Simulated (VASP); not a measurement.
# SnSe2 in VASP: a series of runs

The runs below take SnSe2 through single point, with PBE.

Everything below comes from runs of VASP 6.6.1. Logs are shortened: lines on timing, memory, paths and dates and some standing lists are left out, and cuts for length are marked.

## (1) The cell of the first run

The cell holds a sheet with vacuum, 3 atoms: a = 4.970 Å, b = 4.970 Å, c = 14.000 Å, α = 90.00°, β = 90.00°, γ = 90.00°.

The cell was built from a structure type or drawn by symmetry, and may not be a known phase.

## (2) Single point, PBE

The input, INCAR:

```
PREC     = Accurate       # precision mode
ENCUT    = 520            # plane-wave cutoff, eV
EDIFF    = 1E-6           # SCF threshold, eV
ISMEAR   = 0              # smearing method
SIGMA    = 0.1            # smearing width, eV
LREAL    = F              # projectors in reciprocal space
LASPH    = T              # aspherical terms in the spheres
NELM     = 60             # most SCF steps
ALGO     = Normal         # electronic algorithm
ISIF     = 2              # what is computed and relaxed
LWAVE    = F              # write WAVECAR
LCHARG   = F              # write CHGCAR
LDIPOL   = T            
IDIPOL   = 3            
DIPOL    = 0.5 0.5 0.500
GGA      = PE             # functional
NBANDS   = 20             # bands
```

The input, KPOINTS:

```
Automatic mesh
0
Gamma
  4 4 1
```

The input, POSCAR:

```
SnSe2
1.0
    4.9701086900      0.0000000000      0.0000000000
    0.0000000000      4.9701086900      0.0000000000
    0.0000000000      0.0000000000     14.0000000000
Sn Se
1 2
Direct
    0.0000000000      0.0000000000      0.5000000000
    0.0000000000      0.5000000000      0.5000000000
    0.5000000000      0.0000000000      0.5000000000
```

Potentials or basis: VASP PAW PBE potentials, release 64 (Sn_d, Se).

Run with:

```bash
$ cat potpaw_PBE.64/Sn_d/POTCAR potpaw_PBE.64/Se/POTCAR > POTCAR
$ mpirun -np 1 vasp_std > vasp.out
```

OUTCAR:

```text
PREC = Accurate
   ENCUT = 520
   EDIFF = 1E-6
   ISMEAR = 0
   LREAL = F
   LASPH = T
   NELM = 60
   ISIF = 2
   GGA = PE

 ion  position               nearest neighbor table
   1  0.000  0.000  0.500-   2 2.49   3 2.49   2 2.49   3 2.49
   2  0.000  0.500  0.500-   1 2.49   1 2.49
   3  0.500  0.000  0.500-   1 2.49   1 2.49

  LATTYP: Found a simple tetragonal cell.
 ALAT       =     4.9701086900
 C/A-ratio  =     2.8168398064

  Lattice vectors:

 A1 = (   4.9701086900,   0.0000000000,   0.0000000000)
 A2 = (   0.0000000000,   4.9701086900,   0.0000000000)
 A3 = (   0.0000000000,   0.0000000000,  14.0000000000)

Analysis of symmetry for initial positions (statically):
=====================================================================
 Subroutine PRICEL returns:
 Original cell was already a primitive cell.

 Routine SETGRP: Setting up the symmetry group for a
 simple tetragonal supercell.

 Subroutine GETGRP returns: Found 16 space group operations
 (whereof 16 operations were pure point group operations)
 out of a pool of 16 trial point group operations.

The static configuration has the point symmetry D_4h.

Analysis of symmetry for dynamics (positions and initial velocities):
=====================================================================
 Subroutine PRICEL returns:
 Original cell was already a primitive cell.

 Routine SETGRP: Setting up the symmetry group for a
 simple tetragonal supercell.

 Subroutine GETGRP returns: Found 16 space group operations
 (whereof 16 operations were pure point group operations)
 out of a pool of 16 trial point group operations.

The dynamic configuration has the point symmetry D_4h.

 Subroutine INISYM returns: Found 16 space group operations
 (whereof 16 operations are pure point group operations),
 and found     1 'primitive' translations

----------------------------------------------------------------------------------------

                                     Primitive cell

  volume of cell :     345.8277

  direct lattice vectors                    reciprocal lattice vectors
     4.970108690  0.000000000  0.000000000     0.201202843  0.000000000  0.000000000
     0.000000000  4.970108690  0.000000000     0.000000000  0.201202843  0.000000000
     0.000000000  0.000000000 14.000000000     0.000000000  0.000000000  0.071428571

  length of vectors
     4.970108690  4.970108690 14.000000000     0.201202843  0.201202843  0.071428571

[... 66 lines left out ...]
   NSW    =      0    number of steps for IOM
   IBRION =     -1    ionic relax: 0-MD 1-quasi-New 2-CG
   NFREE  =      0    steps in history (QN), initial steepest desc. (CG)
   ISIF   =      2    stress and relaxation
   ISYM   =      2    0-nonsym 1-usesym 2-fastsym
   POTIM  = 0.5000    time-step for ionic-motion
   TEBEG  =    0.0;   TEEND  =   0.0 temperature during run
   PSTRESS=    0.0 pullay stress
   NELECT =      26.0000    total number of electrons
   NUPDOWN=      -1.0000    fix difference up-down
   EMIN   =  10.00;   EMAX   =-10.00  energy-range for DOS
   EFERMI =   0.00;   METHOD = LEGACY
   ISMEAR =     0;   SIGMA  =   0.10  broadening in eV -4-tet -1-fermi 0-gaus
   EFERMI_NEDOS =   21; number of points for ismear=-14 and -15
   IALGO  =     38    algorithm
   IMIX   =      4    mixing-type and parameters
     AMIX     =   0.40;   BMIX     =  1.00
     AMIX_MAG =   1.60;   BMIX_MAG =  1.00
  volume/ion in A,a.u.               =     115.28       777.92
  Fermi-wavevector in a.u.,A,eV,Ry     =   0.690949  1.305704  6.495565  0.477411
  Thomas-Fermi vector in A             =   1.772462
   LORBIT       =      0    0 simple, 1 ext, 2 COOP (PROOUT), +10 PAW based schemes
   GGA     = PE    functional components
   LHFCALC =     F    Hartree Fock is set to
   AEXX    =    0.0000 exact exchange contribution
   IVDW    =     0    specifies the selected vdW correction
   LEPSILON=     F    determine dielectric tensor
   LRPA    =     F    only Hartree local field effects (RPA)
 non-spin polarized calculation
 Gauss-broadening in eV      SIGMA  =   0.10
  energy-cutoff  :      520.00
  volume of cell :      345.83
 maximum number of plane-waves:      9332
 NGX is ok and might be reduce to    40
   NGX = 19   NGY = 19   NGZ = 53

 number of electron      25.9999995 magnetization

 dipolmoment           0.000000      0.000000      0.000000 electrons x Angstroem

 Free energy of the ion-electron system (eV)
  ---------------------------------------------------
  ext. energy  EPLUGINS =         0.00000000
  ---------------------------------------------------
  free energy    TOTEN  =        -9.22689700 eV

  energy without entropy =       -9.19352935  energy(sigma->0) =       -9.21021318

 E-fermi :  -3.0878     XC(G=0):  -2.9338

 val. band max:       -3.1340192314   @ k =   0.2500   0.2500   0.0000
 cond. band min:      -3.0480560067   @ k =   0.5000   0.2500   0.0000
 fundamental gap:      0.0859632247
 Fermi energy:        -3.0878385934

 k-point     1 :       0.0000    0.0000    0.0000
  band No.  band energies     occupation
      1     -24.6770      2.00000
      2     -24.6660      2.00000
      3     -24.5411      2.00000
      4     -24.5411      2.00000
      5     -24.4485      2.00000
      6     -16.6797      2.00000
[... 127 lines left out ...]
     19       3.7561      0.00000
     20       3.7561      0.00000

------------------------ aborting loop because EDIFF is reached ----------------------------------------

 vacuum level on the upper side and lower side of the slab       (xc-potential included)        -0.058        -0.058

  FORCE on cell =-STRESS in cart. coord.  units (eV):
  Direction    XX          YY          ZZ          XY          YZ          ZX
  --------------------------------------------------------------------------------------
  -------------------------------------------------------------------------------------
  Total        8.8245054      8.8245054     -0.0135663      0.0000000     -0.0000000      0.0000000
  in kB       40.8828487     40.8828487     -0.0628509      0.0000000     -0.0000000      0.0000000
  external PRESSURE =      27.2342821 kB  Pullay stress =       0.0000000 kB

 VOLUME and BASIS-vectors are now :
 -----------------------------------------------------------------------------
  energy-cutoff  :      520.00
  volume of cell :      345.83
      direct lattice vectors                 reciprocal lattice vectors
     4.970108690  0.000000000  0.000000000     0.201202843  0.000000000  0.000000000
     0.000000000  4.970108690  0.000000000     0.000000000  0.201202843  0.000000000
     0.000000000  0.000000000 14.000000000     0.000000000  0.000000000  0.071428571

 POSITION                                       TOTAL-FORCE (eV/Angst)
 -----------------------------------------------------------------------------------
      0.00000      0.00000      7.00000         0.000000      0.000000      0.000000
      0.00000      2.48505      7.00000         0.000000      0.000000      0.000000
      2.48505      0.00000      7.00000         0.000000      0.000000      0.000000
 -----------------------------------------------------------------------------------
    total drift:                               -0.000000     -0.000000      0.000000

  FREE ENERGIE OF THE ION-ELECTRON SYSTEM (eV)
  ---------------------------------------------------
  free  energy   TOTEN  =        -9.2268970004 eV

  energy  without entropy=       -9.1935293526  energy(sigma->0) =       -9.21021318

 vacuum level on the upper side and lower side of the slab         2.075         2.075
```

OSZICAR:

```text
N       E                     dE             d eps       ncg     rms          rms(c)
DAV:   1     0.172111243409E+03    0.17211E+03   -0.10487E+04   288   0.980E+02
DAV:   2     0.102659356557E+02   -0.16185E+03   -0.15839E+03   344   0.209E+02
DAV:   3    -0.920599372473E+01   -0.19472E+02   -0.19287E+02   300   0.836E+01
[... 12 lines left out ...]
DAV:  16    -0.922683430643E+01   -0.13296E-03   -0.11415E-05   232   0.116E-02    0.372E-03
DAV:  17    -0.922688165909E+01   -0.47353E-04   -0.36127E-06   200   0.682E-03    0.178E-03
DAV:  18    -0.922689425801E+01   -0.12599E-04   -0.83033E-07   200   0.527E-03    0.625E-04
DAV:  19    -0.922689648699E+01   -0.22290E-05   -0.99233E-08   176   0.164E-03    0.123E-04
DAV:  20    -0.922689700039E+01   -0.51340E-06   -0.28429E-08   180   0.983E-04
   1 F= -.92268970E+01 E0= -.92102132E+01  d E =-.333676E-01
```

stdout:

```text
POSCAR found type information on POSCAR SnSe
 POSCAR found :  2 types and       3 ions
 scaLAPACK will be used
 LDA part: xc-table for (Slater+PW92), standard interpolation
 POSCAR, INCAR and KPOINTS ok, starting setup
 FFT: planning ... GRIDC
 FFT: planning ... GRID_SOFT
 FFT: planning ... GRID
 WAVECAR not read
 entering main loop
```

It took 38 s on 1 thread of Intel Xeon 6975P-C (Granite Rapids), shared host; peak memory 0.44 GiB.

Results:

```
Free energy            : -9.2269 eV
Band gap on the k mesh : zero (bands 13 and 14 overlap by 0.82 eV)
```

Caveat: spin-orbit coupling is left out, which moves the levels of the heavy elements.

## (3) Single point, PBE

This run uses another cell than the first one.

The input, INCAR:

```
PREC = Accurate
ENCUT = 520
EDIFF = 1E-7
ISMEAR = 0
SIGMA = 0.1
LREAL = F
LASPH = T
NELM = 60
ALGO = Normal
ISIF = 2
LWAVE = F
LCHARG = F
LDIPOL = T
IDIPOL = 3
DIPOL = 0.5 0.5 0.294
GGA = PE
NBANDS = 20
```

KPOINTS is that of step 2.

The input, POSCAR:

```
SnSe2
1.0
    5.3192302399      0.0000000000      0.0000000000
    0.0000000000      5.3192302399      0.0000000000
    0.0000000000      0.0000000000     23.8000000000
Sn Se
1 2
Direct
    0.0000000000      0.0000000000      0.2941176471
    0.0000000000      0.5000000000      0.2941176471
    0.5000000000      0.0000000000      0.2941176471
```

Potentials or basis: VASP PAW PBE potentials, release 64 (Sn_d, Se).

Run with:

```bash
$ cat potpaw_PBE.64/Sn_d/POTCAR potpaw_PBE.64/Se/POTCAR > POTCAR
$ mpirun -np 1 vasp_std > vasp.out
```

Wall time 72 s (1 thread of Intel Xeon 6975P-C (Granite Rapids), shared host); peak memory 0.6 GiB.

Results (log left out):

```yaml
Free_energy: -9.8011 eV
Band_gap_on_the_k_mesh: zero (bands 13 and 14 overlap by 0.94 eV)
```

Levels at points of the mesh, in eV from the Fermi level:
| k point | band 11 | band 12 | band 13 | band 14 | band 15 | band 16 |
| --- | --- | --- | --- | --- | --- | --- |
| (0.00, 0.00, 0.00) | -1.97 | -0.23 | -0.21 | -0.21 | 3.35 | 4.51 |
| (0.50, 0.00, 0.00) | -1.10 | -0.81 | -0.77 | 1.51 | 2.39 | 3.73 |
| (0.50, 0.50, 0.00) | -0.72 | -0.54 | 0.73 | 0.92 | 2.95 | 2.95 |

Caveat: spin-orbit coupling is left out, which moves the levels of the heavy elements.

## (4) Single point, PBE

This run uses another cell than the first one.

The input, INCAR:

```
SYSTEM = SnSe2
PREC = Accurate ; ENCUT = 520
EDIFF = 1E-7 ; ISMEAR = 0
SIGMA = 0.1 ; LREAL = .FALSE.
LASPH = .TRUE. ; NELM = 100
ALGO = Normal ; ISIF = 2
LWAVE = .FALSE. ; LCHARG = .FALSE.
LDIPOL = .TRUE. ; IDIPOL = 3
DIPOL = 0.5 0.5 0.294 ; GGA = PE
NBANDS = 20
```

The input, KPOINTS:

```
regular mesh
0
G
  10 10 1
  0 0 0
```

The input, POSCAR:

```
SnSe2
1.0
    5.2666919211      0.0000000000      0.0000000000
    0.0000000000      5.2666919211      0.0000000000
    0.0000000000      0.0000000000     23.8000000000
Sn Se
1 2
Direct
    0.0000000000      0.0000000000      0.2941176471
    0.0000000000      0.5000000000      0.2941176471
    0.5000000000      0.0000000000      0.2941176471
```

Potentials or basis: VASP PAW PBE potentials, release 64 (Sn_d, Se).

Run with:

```bash
$ cat potpaw_PBE.64/Sn_d/POTCAR potpaw_PBE.64/Se/POTCAR > POTCAR
$ mpirun -np 1 vasp_std > vasp.out
```

OUTCAR:

```text
SYSTEM = SnSe2
   PREC = Accurate
   ENCUT = 520
   EDIFF = 1E-7
   ISMEAR = 0
   LREAL = .FALSE.
   LASPH = .TRUE.
   NELM = 100
   ISIF = 2
   GGA = PE

 ion  position               nearest neighbor table
   1  0.000  0.000  0.294-   2 2.63   3 2.63   2 2.63   3 2.63
   2  0.000  0.500  0.294-   1 2.63   1 2.63
   3  0.500  0.000  0.294-   1 2.63   1 2.63

  LATTYP: Found a simple tetragonal cell.
 ALAT       =     5.2666919211
 C/A-ratio  =     4.5189656727

  Lattice vectors:

 A1 = (   5.2666919211,   0.0000000000,   0.0000000000)
[... 677 lines left out ...]
  Direction    XX          YY          ZZ          XY          YZ          ZX
  --------------------------------------------------------------------------------------
  -------------------------------------------------------------------------------------
  Total        0.0313037      0.0313037     -0.0111529      0.0000000     -0.0000000     -0.0000000
  in kB        0.0759720      0.0759720     -0.0270675      0.0000000     -0.0000000     -0.0000000
  external PRESSURE =       0.0416255 kB  Pullay stress =       0.0000000 kB

 VOLUME and BASIS-vectors are now :
 -----------------------------------------------------------------------------
  energy-cutoff  :      520.00
  volume of cell :      660.17
      direct lattice vectors                 reciprocal lattice vectors
     5.266691921  0.000000000  0.000000000     0.189872507  0.000000000  0.000000000
     0.000000000  5.266691921  0.000000000     0.000000000  0.189872507  0.000000000
     0.000000000  0.000000000 23.800000000     0.000000000  0.000000000  0.042016807

 POSITION                                       TOTAL-FORCE (eV/Angst)
 -----------------------------------------------------------------------------------
      0.00000      0.00000      7.00000         0.000000      0.000000      0.000000
      0.00000      2.63335      7.00000         0.000000     -0.000000     -0.000000
      2.63335      0.00000      7.00000         0.000000      0.000000     -0.000000
 -----------------------------------------------------------------------------------
    total drift:                               -0.000000     -0.000000      0.000107

  FREE ENERGIE OF THE ION-ELECTRON SYSTEM (eV)
  ---------------------------------------------------
  free  energy   TOTEN  =        -9.7997967946 eV

  energy  without entropy=       -9.7895163621  energy(sigma->0) =       -9.79465658

 vacuum level on the upper side and lower side of the slab         1.116         1.116
```

stdout:

```text
POSCAR found type information on POSCAR SnSe
 POSCAR found :  2 types and       3 ions
 scaLAPACK will be used
 LDA part: xc-table for (Slater+PW92), standard interpolation
 POSCAR, INCAR and KPOINTS ok, starting setup
 FFT: planning ... GRIDC
 FFT: planning ... GRID_SOFT
 FFT: planning ... GRID
 WAVECAR not read
 entering main loop
```

It took 4.2 min on 1 thread of Intel Xeon 6975P-C (Granite Rapids), shared host; peak memory 0.73 GiB.

What came out:

- Free energy: -9.7998 eV
- Band gap on the k mesh: zero (bands 13 and 14 overlap by 0.89 eV)

Levels at points of the mesh, in eV from the Fermi level:
```csv
k point,band 11,band 12,band 13,band 14,band 15,band 16
"(0.00, 0.00, 0.00)",-2.21,-0.35,-0.24,-0.24,3.22,4.35
"(0.50, 0.00, 0.00)",-1.16,-0.92,-0.87,1.44,2.22,3.62
"(0.50, 0.50, 0.00)",-0.86,-0.68,0.63,0.77,2.81,2.81
```

Caveat: spin-orbit coupling is left out, which moves the levels of the heavy elements.

## (5) Single point, PBE

This run uses another cell than the first one.

The input, INCAR:

```
ALGO     = Normal         # electronic algorithm
DIPOL    = 0.5 0.5 0.294
EDIFF    = 1E-7           # SCF threshold, eV
ENCUT    = 520            # plane-wave cutoff, eV
GGA      = PE             # functional
IDIPOL   = 3            
ISIF     = 2              # what is computed and relaxed
ISMEAR   = 0              # smearing method
LASPH    = T              # aspherical terms in the spheres
LCHARG   = F              # write CHGCAR
LDIPOL   = T            
LREAL    = F              # projectors in reciprocal space
LWAVE    = F              # write WAVECAR
NBANDS   = 20             # bands
NELM     = 60             # most SCF steps
PREC     = Accurate       # precision mode
SIGMA    = 0.1            # smearing width, eV
```

The input, KPOINTS:

```
k-points
0
Gamma
  10 10 1
```

The input, POSCAR:

```
SnSe2
1.0
    5.3192302399      0.0000000000      0.0000000000
    0.0000000000      5.3192302399      0.0000000000
    0.0000000000      0.0000000000     23.8000000000
Sn Se
1 2
Direct
    0.0000000000      0.0000000000      0.2941176471
    0.0000000000      0.5000000000      0.2941176471
    0.5000000000      0.0000000000      0.2941176471
```

Run with:

```bash
$ cat potpaw_PBE.64/Sn_d/POTCAR potpaw_PBE.64/Se/POTCAR > POTCAR
$ mpirun -np 1 vasp_std > vasp.out
```

It took 4 min on 1 thread of Intel Xeon 6975P-C (Granite Rapids), shared host; peak memory 0.73 GiB.

The run converged. Its results:

```
Free energy            : -9.7915 eV
Band gap on the k mesh : zero (bands 13 and 14 overlap by 0.93 eV)
```

Levels at points of the mesh, in eV from the Fermi level:
| k point | band 9 | band 10 | band 11 | band 12 | band 13 | band 14 | band 15 | band 16 | band 17 | band 18 |
| --- | --- | --- | --- | --- | --- | --- | --- | --- | --- | --- |
| (0.00, 0.00, 0.00) | -4.17 | -4.17 | -2.08 | -0.30 | -0.21 | -0.21 | 3.18 | 4.43 | 5.41 | 5.65 |
| (0.50, 0.00, 0.00) | -3.96 | -1.46 | -1.10 | -0.84 | -0.81 | 1.35 | 2.22 | 3.54 | 5.71 | 5.99 |
| (0.50, 0.50, 0.00) | -2.11 | -0.79 | -0.79 | -0.67 | 0.71 | 0.75 | 2.75 | 2.75 | 2.95 | 6.37 |

Caveat: spin-orbit coupling is left out, which moves the levels of the heavy elements.

## (6) Summary

| cell | k mesh | gap on the mesh (eV) |
| --- | --- | --- |
| a = 4.970, b = 4.970, c = 14.000 Å, 3 atoms | 4 × 4 × 1 | none |
| a = 5.319, b = 5.319, c = 23.800 Å, 3 atoms | 4 × 4 × 1 | none |
| a = 5.267, b = 5.267, c = 23.800 Å, 3 atoms | 10 × 10 × 1 | none |
| a = 5.319, b = 5.319, c = 23.800 Å, 3 atoms | 10 × 10 × 1 | none |

Alike in all rows: task single point; level PBE; potentials or basis VASP PAW PBE potentials, release 64 (Sn_d, Se); no spin polarisation; cutoff (eV) 520; smearing gaussian 0.1 eV.

Caveats: spin-orbit coupling is left out, which moves the levels of the heavy elements.

Absolute energies hang on the potentials; compare differences alone.
